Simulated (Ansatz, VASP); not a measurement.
**One calculation of Co, two programs**

File INCAR:

```
PREC = Accurate ; ENCUT = 600
EDIFF = 1E-6 ; ISMEAR = -1
SIGMA = 0.1 ; LREAL = F
LASPH = T ; NELM = 80
ALGO = Normal ; ISIF = 3
LWAVE = F ; LCHARG = F
GGA = CA ; IBRION = 2
NSW = 80 ; EDIFFG = -0.01
```

KPOINTS

```
Automatic mesh
0
Gamma
  14 14 8
```

Contents of POSCAR:

```
Co
1.0
    2.5070990085      0.0000000000      0.0000000000
   -1.2535495042      2.1712114311      0.0000000000
    0.0000000000      0.0000000000      4.0686000000
Co
2
Direct
    0.3333333333      0.6666666667      0.2500000000
    0.6666666667      0.3333333333      0.7500000000
```

Input for Ansatz:

```yaml
crystal:
  lattice:
    - [2.5070990085, 0.0, 0.0]
    - [-1.2535495042, 2.1712114311, 0.0]
    - [0.0, 0.0, 4.0686]
  atoms:
    - { symbol: Co, position: [0.3333333333, 0.6666666667, 0.25] }
    - { symbol: Co, position: [0.6666666667, 0.3333333333, 0.75] }
hamiltonian:
  xc: lda
  pseudopotentials:
    kind: paw
    azcp:
      Co: "pseudopotentials/Co.paw.azcp"
basis:
  ecutwfc: 420
  fft_grid_basis: typed
kpoints:
  mp_grid: { grid: [14, 14, 8], shift: [0, 0, 0] }
magnetization:
  spin_polarized: false
scf:
  occupations: { method: fermi_dirac, width: 0.1 }
relax:
  max_steps: 60
  f_tol: 0.01
  cell: {}
```

Alike in both runs: task relaxation of cell and atoms; functional LDA; k mesh 14 × 14 × 8; occupations fermi-dirac, width 0.1 eV; no spin polarisation.

|  | VASP | Ansatz |
| --- | --- | --- |
| version | VASP 6.6.1 | Ansatz 0.2.0 |
| potentials or method | VASP PAW LDA potentials, release 64 (Co), cutoff 600 eV | plane waves (420 eV) with PAW, scalar-relativistic |
| valence electrons in the cell | 18 | 34 |

|  | VASP | Ansatz | Ansatz less VASP |
| --- | --- | --- | --- |
| relaxed volume (Å³/atom) | 9.61 | 9.64 | +0.029 |
| relaxed cell length with the largest relative difference (Å) | 3.861 | 3.866 | +0.0047 |

Ansatz warns that its potentials were made for another functional, while VASP's fit it. LDA's correlation is that of Perdew and Zunger in VASP and of Perdew and Wang (1992) in Ansatz. VASP's potentials hold 18 valence electrons a cell and Ansatz's 34, so a difference there can come from the potentials and not from the codes.
